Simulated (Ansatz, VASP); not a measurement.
**GaSb3 in VASP and in Ansatz**

INCAR

```
PREC = Accurate
ENCUT = 600
EDIFF = 1E-6
ISMEAR = 0
SIGMA = 0.2
LREAL = F
LASPH = T
NELM = 80
ALGO = Normal
ISIF = 3
LWAVE = F
LCHARG = F
GGA = PE
IBRION = 2
NSW = 36
EDIFFG = -0.08
```

KPOINTS

```
regular mesh
0
Gamma
  6 6 2
```

POSCAR

```
GaSb3
1.0
    3.0732610200      0.0000000000      0.0000000000
    0.0000000000      3.1736581100      0.0000000000
    0.0000000000      0.0000000000     11.4033190600
Ga Sb
1 3
Direct
    0.0000000000      0.0000000000      0.0000000000
    0.0000000000      0.5000000000      0.2560429900
    0.0000000000      0.0000000000      0.5000000000
    0.0000000000      0.5000000000      0.7439570100
```

Input for Ansatz:

```yaml
crystal:
  lattice:
    - [3.07326102, 0.0, 0.0]
    - [0.0, 3.17365811, 0.0]
    - [0.0, 0.0, 11.40331906]
  atoms:
    - { symbol: Ga, position: [0.0, 0.0, 0.0] }
    - { symbol: Sb, position: [0.0, 0.5, 0.25604299] }
    - { symbol: Sb, position: [0.0, 0.0, 0.5] }
    - { symbol: Sb, position: [0.0, 0.5, 0.74395701] }
basis:
  ecutwfc: 420
kpoints:
  mp_grid: { grid: [6, 6, 2] }
hamiltonian:
  xc: pbe
scf:
  occupations: { method: gaussian, width: 0.2 }
  lower_state_search: "off"
output:
  forces: true
  stress: true
  eigenvalues: true
relax:
  adjacent_minimum: "off"
  f_tol: 0.08
  max_steps: 16
  cell: { stress_tol: 0.8 }
```

Change from the starting cell: species swapped into the Sn3Pb type (Pmmm, No. 47).

Alike in both runs: task relaxation of cell and atoms; functional PBE; k mesh 6 × 6 × 2; occupations gaussian, width 0.2 eV; no spin polarisation.

```csv
,VASP,Ansatz
version,VASP 6.6.1,Ansatz 0.2.0
potentials or method,"VASP PAW PBE potentials, release 64 (Ga_d, Sb), cutoff 600 eV","scalar-relativistic, plane waves, PAW"
valence electrons in the cell,28,58
```

VASP gave:

- gap on the k mesh at the Fermi level, each at its own relaxed structure (eV): none
- relaxed volume (Å³/atom): 27.31
- relaxed cell length with the largest relative difference (Å): 3.392

Question: What did Ansatz give for the same quantities?

Answer: gap on the k mesh at the Fermi level, each at its own relaxed structure (eV): none; relaxed volume (Å³/atom): 27.13; relaxed cell length with the largest relative difference (Å): 3.364.

A gap of «none» marks a metal or a gap that the smearing closes. VASP's potentials hold 28 valence electrons a cell and Ansatz's 58, so a difference there can come from the potentials and not from the codes.

Spin-orbit coupling is off throughout.
